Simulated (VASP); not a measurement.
# Rb2Cd (Fd-3m) in VASP: further runs

The runs below take Rb2Cd through single point, relaxation of cell and atoms, with PBE.

All numbers are computed with VASP 6.6.1; they aren't measurements. Logs are shortened: lines on timing, memory, paths and dates and some standing lists are left out, and cuts for length are marked.

## 1. The cell of the first run

Symmetry: Fd-3m, No. 227, cubic system. Conventional cell: a = 9.491 Å, b = 9.491 Å, c = 9.491 Å, α = 90.00°, β = 90.00°, γ = 90.00°. Rb (site symmetry -3m) has 6 Rb at 3.36 Å and 6 Cd at 3.93 Å within 4.4 Å. Within 5.2 Å of Cd (site symmetry -43m) lie 12 Rb at 3.93 Å and 4 Cd at 4.11 Å.

## 2. Single point, PBE

The input, INCAR:

```
PREC = Accurate
ENCUT = 520
EDIFF = 1E-6
ISMEAR = 0
SIGMA = 0.1
LREAL = F
LASPH = T
NELM = 60
ALGO = Fast
ISIF = 2
LWAVE = F
LCHARG = F
GGA = PE
NBANDS = 39
```

The input, KPOINTS:

```
regular mesh
0
Gamma
  4 4 4
```

The input, POSCAR:

```
Rb2Cd
1.0
    0.0000000000      4.7454637818      4.7454637818
    4.7454637818      0.0000000000      4.7454637818
    4.7454637818      4.7454637818      0.0000000000
Rb Cd
4 2
Direct
    0.6250000000      0.6250000000      0.6250000000
    0.1250000000      0.6250000000      0.6250000000
    0.6250000000      0.6250000000      0.1250000000
    0.6250000000      0.1250000000      0.6250000000
    0.0000000000      0.0000000000      0.0000000000
    0.2500000000      0.2500000000      0.2500000000
```

Potentials or basis: VASP PAW PBE potentials, release 64 (Rb_sv, Cd).

Launch:

```bash
> cat potpaw_PBE.64/Rb_sv/POTCAR potpaw_PBE.64/Cd/POTCAR > POTCAR
> mpirun -np 1 vasp_std > vasp.out
```

OUTCAR:

```text
PREC = Accurate
   ENCUT = 520
   EDIFF = 1E-6
   ISMEAR = 0
   LREAL = F
   LASPH = T
   NELM = 60
   ISIF = 2
   GGA = PE

 ion  position               nearest neighbor table
   1  0.625  0.625  0.625-   2 3.36   3 3.36   4 3.36   3 3.36   4 3.36   2 3.36   6 3.93   5 3.93
                             6 3.93   5 3.93   6 3.93   5 3.93
   2  0.125  0.625  0.625-   1 3.36   3 3.36   4 3.36   1 3.36   3 3.36   4 3.36   5 3.93   6 3.93
                             5 3.93   6 3.93   6 3.93   5 3.93
   3  0.625  0.625  0.125-   1 3.36   1 3.36   2 3.36   4 3.36   4 3.36   2 3.36   6 3.93   5 3.93
                             6 3.93   5 3.93   6 3.93   5 3.93
   4  0.625  0.125  0.625-   1 3.36   3 3.36   1 3.36   2 3.36   3 3.36   2 3.36   6 3.93   5 3.93
                             6 3.93   5 3.93   6 3.93   5 3.93
   5  0.000  0.000  0.000-   3 3.93   4 3.93   2 3.93   3 3.93   2 3.93   4 3.93   1 3.93   1 3.93
                             1 3.93   2 3.93   3 3.93   4 3.93
   6  0.250  0.250  0.250-   2 3.93   4 3.93   2 3.93   3 3.93   3 3.93   4 3.93   1 3.93   4 3.93
                             1 3.93   1 3.93   2 3.93   3 3.93

  LATTYP: Found a face centered cubic cell.
 ALAT       =     9.4909275636

  Lattice vectors:

 A1 = (   0.0000000000,   4.7454637818,   4.7454637818)
 A2 = (   4.7454637818,   0.0000000000,   4.7454637818)
 A3 = (   4.7454637818,   4.7454637818,   0.0000000000)

Analysis of symmetry for initial positions (statically):
=====================================================================
 Subroutine PRICEL returns:
 Original cell was already a primitive cell.

 Routine SETGRP: Setting up the symmetry group for a
 face centered cubic supercell.

 Subroutine GETGRP returns: Found 48 space group operations
 (whereof 24 operations were pure point group operations)
 out of a pool of 48 trial point group operations.

The static configuration has the point symmetry T_d .
 The point group associated with its full space group is O_h .

Analysis of symmetry for dynamics (positions and initial velocities):
=====================================================================
 Subroutine PRICEL returns:
 Original cell was already a primitive cell.

 Routine SETGRP: Setting up the symmetry group for a
 face centered cubic supercell.

 Subroutine GETGRP returns: Found 48 space group operations
 (whereof 24 operations were pure point group operations)
 out of a pool of 48 trial point group operations.

The dynamic configuration has the point symmetry T_d .
 The point group associated with its full space group is O_h .

 Subroutine INISYM returns: Found 48 space group operations
 (whereof 24 operations are pure point group operations),
 and found     1 'primitive' translations

----------------------------------------------------------------------------------------

                                     Primitive cell

  volume of cell :     213.7302

  direct lattice vectors                    reciprocal lattice vectors
     0.000000000  4.745463782  4.745463782    -0.105363780  0.105363780  0.105363780
     4.745463782  0.000000000  4.745463782     0.105363780 -0.105363780  0.105363780
     4.745463782  4.745463782  0.000000000     0.105363780  0.105363780 -0.105363780

  length of vectors
     6.711099240  6.711099240  6.711099240     0.182495420  0.182495420  0.182495420

  position of ions in fractional coordinates (direct lattice)
     0.625000000  0.625000000  0.625000000
     0.125000000  0.625000000  0.625000000
     0.625000000  0.625000000  0.125000000
     0.625000000  0.125000000  0.625000000
     0.000000000  0.000000000  0.000000000
     0.250000000  0.250000000  0.250000000

  ion indices of the primitive-cell ions
   primitive index   ion index
                 1           1
                 2           2
                 3           3
                 4           4
                 5           5
                 6           6

----------------------------------------------------------------------------------------

 KPOINTS: regular mesh

Automatic generation of k-mesh.
 Grid dimensions read from file:
 generate k-points for:    4    4    4

 Generating k-lattice:

  Cartesian coordinates                     Fractional coordinates (reciprocal lattice)
    -0.026340945  0.026340945  0.026340945     0.250000000  0.000000000  0.000000000
     0.026340945 -0.026340945  0.026340945     0.000000000  0.250000000  0.000000000
     0.026340945  0.026340945 -0.026340945     0.000000000  0.000000000  0.250000000

  Length of vectors
     0.045623855  0.045623855  0.045623855

  Shift w.r.t. Gamma in fractional coordinates (k-lattice)
     0.000000000  0.000000000  0.000000000

 Subroutine IBZKPT returns following result:
 ===========================================

 Found      8 irreducible k-points:

 Following reciprocal coordinates:
            Coordinates               Weight
  0.000000  0.000000  0.000000      1.000000
[... 33 lines left out ...]
   EFERMI =   0.00;   METHOD = LEGACY
   ISMEAR =     0;   SIGMA  =   0.10  broadening in eV -4-tet -1-fermi 0-gaus
   EFERMI_NEDOS =   21; number of points for ismear=-14 and -15
   IALGO  =     68    algorithm
   IMIX   =      4    mixing-type and parameters
     AMIX     =   0.40;   BMIX     =  1.00
     AMIX_MAG =   1.60;   BMIX_MAG =  1.00
  volume/ion in A,a.u.               =      35.62       240.39
  Fermi-wavevector in a.u.,A,eV,Ry     =   1.071939  2.025670 15.633807  1.149052
  Thomas-Fermi vector in A             =   2.207694
   LORBIT       =      0    0 simple, 1 ext, 2 COOP (PROOUT), +10 PAW based schemes
   GGA     = PE    functional components
   LHFCALC =     F    Hartree Fock is set to
   AEXX    =    0.0000 exact exchange contribution
   IVDW    =     0    specifies the selected vdW correction
   LEPSILON=     F    determine dielectric tensor
   LRPA    =     F    only Hartree local field effects (RPA)
 non-spin polarized calculation
 RMM-DIIS sequential band-by-band and
 Gauss-broadening in eV      SIGMA  =   0.10
  energy-cutoff  :      520.00
  volume of cell :      213.73
 maximum number of plane-waves:      5780
 NGX is ok and might be reduce to    50
   NGX = 25   NGY = 25   NGZ = 25

 number of electron      59.9999998 magnetization

 Free energy of the ion-electron system (eV)
  ---------------------------------------------------
  ext. energy  EPLUGINS =         0.00000000
  ---------------------------------------------------
  free energy    TOTEN  =        -1.93694361 eV

  energy without entropy =       -1.91079160  energy(sigma->0) =       -1.92386760

 E-fermi :   2.3649     XC(G=0):  -8.4185

 val. band max:        2.3067658970   @ k =   0.5000   0.2500   0.0000
 cond. band min:       2.3804606149   @ k =  -0.2500   0.2500   0.0000
 fundamental gap:      0.0736947179
 Fermi energy:         2.3648691345

 k-point     1 :       0.0000    0.0000    0.0000
  band No.  band energies     occupation
      1     -27.2412      2.00000
      2     -26.8865      2.00000
      3     -26.8865      2.00000
      4     -26.8865      2.00000
      5     -12.9450      2.00000
      6     -11.7407      2.00000
[... 31 lines left out ...]
     38       4.4130      0.00000
     39       5.1968      0.00000

 k-point     2 :       0.2500    0.0000    0.0000
  band No.  band energies     occupation
      1     -27.2057      2.00000
      2     -26.9258      2.00000
      3     -26.8867      2.00000
      4     -26.8867      2.00000
      5     -12.7663      2.00000
      6     -11.6980      2.00000
[... 31 lines left out ...]
     38       4.6840      0.00000
     39       5.5640      0.00000

 k-point     3 :       0.5000    0.0000    0.0000
  band No.  band energies     occupation
      1     -27.1558      2.00000
      2     -26.9796      2.00000
      3     -26.8869      2.00000
      4     -26.8869      2.00000
      5     -12.5471      2.00000
      6     -11.5770      2.00000
[... 160 lines left out ...]
 k-point     7 :       0.5000    0.5000    0.0000
  band No.  band energies     occupation
      1     -27.0687      2.00000
      2     -27.0687      2.00000
      3     -26.8873      2.00000
      4     -26.8873      2.00000
      5     -12.1053      2.00000
      6     -12.1053      2.00000
[... 31 lines left out ...]
     38       5.5168      0.00000
     39       6.1576      0.00000

 k-point     8 :      -0.2500    0.5000    0.2500
  band No.  band energies     occupation
      1     -27.0687      2.00000
      2     -27.0687      2.00000
      3     -26.8873      2.00000
      4     -26.8873      2.00000
      5     -12.0833      2.00000
      6     -12.0833      2.00000
[... 31 lines left out ...]
     38       4.9631      0.00000
     39       5.7217      0.00000

------------------------ aborting loop because EDIFF is reached ----------------------------------------

  FORCE on cell =-STRESS in cart. coord.  units (eV):
  Direction    XX          YY          ZZ          XY          YZ          ZX
  --------------------------------------------------------------------------------------
  -------------------------------------------------------------------------------------
  Total        5.9906278      5.9906278      5.9906278      0.0000000      0.0000000      0.0000000
  in kB       44.9072990     44.9072990     44.9072990      0.0000000      0.0000000      0.0000000
  external PRESSURE =      44.9072990 kB  Pullay stress =       0.0000000 kB

 VOLUME and BASIS-vectors are now :
 -----------------------------------------------------------------------------
  energy-cutoff  :      520.00
  volume of cell :      213.73
      direct lattice vectors                 reciprocal lattice vectors
     0.000000000  4.745463782  4.745463782    -0.105363780  0.105363780  0.105363780
     4.745463782  0.000000000  4.745463782     0.105363780 -0.105363780  0.105363780
     4.745463782  4.745463782  0.000000000     0.105363780  0.105363780 -0.105363780

 POSITION                                       TOTAL-FORCE (eV/Angst)
 -----------------------------------------------------------------------------------
      5.93183      5.93183      5.93183        -0.000000     -0.000000     -0.000000
      5.93183      3.55910      3.55910        -0.000000     -0.000000     -0.000000
      3.55910      3.55910      5.93183        -0.000000     -0.000000     -0.000000
      3.55910      5.93183      3.55910        -0.000000     -0.000000     -0.000000
      0.00000      0.00000      0.00000        -0.000000     -0.000000     -0.000000
      2.37273      2.37273      2.37273         0.000000      0.000000      0.000000
 -----------------------------------------------------------------------------------
    total drift:                               -0.000000     -0.000000      0.000000

  FREE ENERGIE OF THE ION-ELECTRON SYSTEM (eV)
  ---------------------------------------------------
  free  energy   TOTEN  =        -1.9369436107 eV

  energy  without entropy=       -1.9107915970  energy(sigma->0) =       -1.92386760
```

Run time: 2.4 min. Hardware: 1 thread of Oxide Virtual Turin-like, shared host; peak memory 0.33 GiB.

Results:

- Free energy: -1.9369 eV
- Pressure: 4.5 GPa
- Band gap on the k mesh: zero (bands 30 and 31 overlap by 0.64 eV)

Levels at points of the mesh, in eV from the Fermi level:
```tsv
k point	band 27	band 28	band 29	band 30	band 31	band 32	band 33	band 34
(0.00, 0.00, 0.00)	-4.79	-1.49	-0.91	-0.46	-0.46	-0.46	1.10	1.10
(0.50, 0.00, 0.00)	-3.76	-3.12	-0.92	0.18	0.18	0.62	1.11	1.11
(0.50, 0.50, 0.00)	-3.33	-3.33	-0.22	-0.22	0.27	0.27	1.39	1.39
```

Caveat: the cell stands under pressure.

## 3. Single point, PBE

This run uses another cell than the first one, of 73.81 Å³/atom.

The input, INCAR:

```
SYSTEM = Rb2Cd
PREC = Accurate ; ENCUT = 520
EDIFF = 1E-7 ; ISMEAR = 0
SIGMA = 0.1 ; LREAL = .False.
LASPH = .True. ; NELM = 100
ALGO = Fast ; ISIF = 2
LWAVE = .False. ; LCHARG = .True.
GGA = PE ; LELF = .True.
LVHAR = .True. ; NBANDS = 39
```

The input, KPOINTS:

```
Automatic mesh
0
Gamma
  4 4 4
  0 0 0
```

Changes to POSCAR since step 2:

```diff
@@ -2,5 +2,5 @@
 1.0
-    0.0000000000      4.7454637818      4.7454637818
-    4.7454637818      0.0000000000      4.7454637818
-    4.7454637818      4.7454637818      0.0000000000
+    0.0000000000      6.0498005792      6.0498005792
+    6.0498005792      0.0000000000      6.0498005792
+    6.0498005792      6.0498005792      0.0000000000
 Rb Cd
```

Potentials or basis: VASP PAW PBE potentials, release 64 (Rb_sv, Cd).

Launch:

```bash
> cat potpaw_PBE.64/Rb_sv/POTCAR potpaw_PBE.64/Cd/POTCAR > POTCAR
> mpirun -np 1 vasp_std > vasp.out
```

It took 4.1 min on 1 thread of Oxide Virtual Turin-like, shared host; peak memory 0.59 GiB.

Results (log left out):

```
Free energy            : -3.7417 eV
Pressure               : 0.1 GPa
Band gap on the k mesh : zero (bands 30 and 31 overlap by 0.54 eV)
```

Levels at points of the mesh, in eV from the Fermi level:
| k point | band 27 | band 28 | band 29 | band 30 | band 31 | band 32 |
| --- | --- | --- | --- | --- | --- | --- |
| (0.00, 0.00, 0.00) | -3.58 | -2.51 | -0.82 | 0.37 | 0.37 | 0.37 |
| (0.50, 0.00, 0.00) | -3.24 | -2.84 | -1.14 | 0.33 | 0.33 | 0.59 |
| (0.50, 0.50, 0.00) | -3.03 | -3.03 | -0.56 | -0.56 | -0.16 | -0.16 |

## 4. Single point, PBE

This run uses another cell than the first one, of 73.81 Å³/atom.

The input, INCAR:

```
PREC = Accurate
ENCUT = 520
EDIFF = 1E-7
ISMEAR = 0
SIGMA = 0.1
LREAL = F
LASPH = T
NELM = 60
ALGO = Fast
ISIF = 2
LWAVE = F
LCHARG = F
GGA = PE
NBANDS = 39
```

The input, KPOINTS:

```
Automatic mesh
0
Gamma
  6 6 6
```

The input, POSCAR:

```
Rb2Cd
1.0
    0.0000000000      6.0498005792      6.0498005792
    6.0498005792      0.0000000000      6.0498005792
    6.0498005792      6.0498005792      0.0000000000
Rb Cd
4 2
Direct
    0.1250000000      0.1250000000      0.1250000000
    0.6250000000      0.1250000000      0.1250000000
    0.1250000000      0.1250000000      0.6250000000
    0.1250000000      0.6250000000      0.1250000000
    0.5000000000      0.5000000000      0.5000000000
    0.7500000000      0.7500000000      0.7500000000
```

Launch:

```bash
> cat potpaw_PBE.64/Rb_sv/POTCAR potpaw_PBE.64/Cd/POTCAR > POTCAR
> mpirun -np 1 vasp_std > vasp.out
```

Run time: 11 min. Hardware: 1 thread of Oxide Virtual Turin-like, shared host; peak memory 0.67 GiB.

Results (log left out):

```yaml
Free_energy: -3.7329 eV
Pressure: 0.0 GPa
Band_gap_on_the_k_mesh: zero (bands 30 and 31 overlap by 0.54 eV)
```

Levels at points of the mesh, in eV from the Fermi level:
```tsv
k point	band 26	band 27	band 28	band 29	band 30	band 31	band 32	band 33	band 34	band 35
(0.00, 0.00, 0.00)	-8.83	-3.64	-2.56	-0.90	0.31	0.31	0.31	0.91	0.91	0.91
(0.50, 0.00, 0.00)	-8.83	-3.30	-2.90	-1.21	0.27	0.27	0.51	0.63	0.63	0.93
(0.50, 0.50, 0.00)	-8.83	-3.09	-3.09	-0.63	-0.63	-0.23	-0.23	1.42	1.42	1.43
```

## 5. Relaxation of cell and atoms, PBE

The input, INCAR:

```
SYSTEM = Rb2Cd
PREC     = Accurate       ! precision mode
ENCUT    = 600            ! plane-wave cutoff, eV
EDIFF    = 1E-7           ! SCF threshold, eV
ISMEAR   = 0              ! smearing method
SIGMA    = 0.1            ! smearing width, eV
LREAL    = .FALSE.        ! projectors in reciprocal space
LASPH    = .TRUE.         ! aspherical terms in the spheres
NELM     = 80             ! most SCF steps
ALGO     = Normal         ! electronic algorithm
ISIF     = 3              ! what is computed and relaxed
LWAVE    = .FALSE.        ! write WAVECAR
LCHARG   = .FALSE.        ! write CHGCAR
GGA      = PE             ! functional
IBRION   = 2              ! ionic algorithm
NSW      = 90             ! ionic steps
EDIFFG   = -0.04          ! ionic threshold
```

The input, KPOINTS:

```
regular mesh
0
G
  4 4 4
  0 0 0
```

The input, POSCAR:

```
Rb2Cd
1.0
    0.0000000000      4.7454637818      4.7454637818
    4.7454637818      0.0000000000      4.7454637818
    4.7454637818      4.7454637818      0.0000000000
Rb Cd
4 2
Direct
    0.6250000000      0.6250000000      0.6250000000
    0.1250000000      0.6250000000      0.6250000000
    0.6250000000      0.6250000000      0.1250000000
    0.6250000000      0.1250000000      0.6250000000
    0.0000000000      0.0000000000      0.0000000000
    0.2500000000      0.2500000000      0.2500000000
```

Launch:

```bash
> cat potpaw_PBE.64/Rb_sv/POTCAR potpaw_PBE.64/Cd/POTCAR > POTCAR
> mpirun -np 1 vasp_std > vasp.out
```

Wall time 13 min (1 thread of Oxide Virtual Turin-like, shared host); peak memory 0.41 GiB.

The run converged. Its results:

| Item | Value |
| --- | --- |
| Free energy | -3.6627 eV |
| Relaxed volume | 70.38 Å³/atom |
| Relaxed cell | a = 8.421 Å, b = 8.421 Å, c = 8.421 Å, α = 60.00°, β = 60.00°, γ = 60.00° |
| Space group after relaxing (to 0.1 Å) | Fd-3m (No. 227) |
| Energy gained by relaxing | 287.7 meV/atom |
| Ionic steps | 6 |
| Pressure after relaxing | 0.0 GPa |
| Band gap on the k mesh | zero (bands 30 and 31 overlap by 0.52 eV) |

Step by step:
| step | energy change (eV) | largest force (eV/Å) | pressure (GPa) | volume (Å³) |
| --- | --- | --- | --- | --- |
| 1 | 0.0000 | 0.0000 | 4.47 | 213.73 |
| 2 | -0.6852 | 0.0000 | 2.62 | 246.01 |
| 3 | -1.4750 | 0.0000 | 0.94 | 322.33 |
| 4 | -1.6524 | 0.0000 | -0.22 | 519.27 |
| 5 | -1.7161 | 0.0000 | -0.11 | 459.59 |
| 6 | -1.7262 | 0.0000 | 0.03 | 422.30 |

Final structure:
```
CELL_PARAMETERS angstrom
0.00000 5.95475 5.95475
5.95475 0.00000 5.95475
5.95475 5.95475 0.00000
ATOMIC_POSITIONS crystal
Rb 0.62500 0.62500 0.62500
Rb 0.12500 0.62500 0.62500
Rb 0.62500 0.62500 0.12500
Rb 0.62500 0.12500 0.62500
Cd 0.00000 0.00000 0.00000
Cd 0.25000 0.25000 0.25000
```

Levels at points of the mesh, in eV from the Fermi level:
| k point | band 27 | band 28 | band 29 | band 30 | band 31 | band 32 |
| --- | --- | --- | --- | --- | --- | --- |
| (0.00, 0.00, 0.00) | -3.63 | -2.46 | -0.79 | 0.35 | 0.35 | 0.35 |
| (0.50, 0.00, 0.00) | -3.26 | -2.83 | -1.14 | 0.32 | 0.32 | 0.69 |
| (0.50, 0.50, 0.00) | -3.03 | -3.03 | -0.53 | -0.53 | -0.17 | -0.17 |

Caveat: the volume moved by over 15 % at a fixed basis, so the end points are rough.

## 6. The runs side by side

| task | cell | k mesh | cutoff (eV) | gap on the mesh (eV) | pressure (GPa) |
| --- | --- | --- | --- | --- | --- |
| single point | a = 6.711 Å, angles 60.0°, 6 atoms | 4 × 4 × 4 | 520 | none | 4.5 |
| single point | a = 8.556 Å, angles 60.0°, 6 atoms | 4 × 4 × 4 | 520 | none | 0.1 |
| single point | a = 8.556 Å, angles 60.0°, 6 atoms | 6 × 6 × 6 | 520 | none | 0.0 |
| relaxation of cell and atoms | relaxed from a = 6.711 Å, angles 60.0°, 6 atoms | 4 × 4 × 4 | 600 | none | 0.0 |

Alike in all rows: level PBE; potentials or basis VASP PAW PBE potentials, release 64 (Rb_sv, Cd); no spin polarisation; smearing gaussian 0.1 eV.

Caveats: the cell stands under pressure (at least some runs); the volume moved by over 15 % at a fixed basis, so the end points are rough (at least some runs).

Absolute energies hang on the potentials; compare differences alone.

The gap in the log of VASP goes by the Fermi energy; the results here count the filled bands.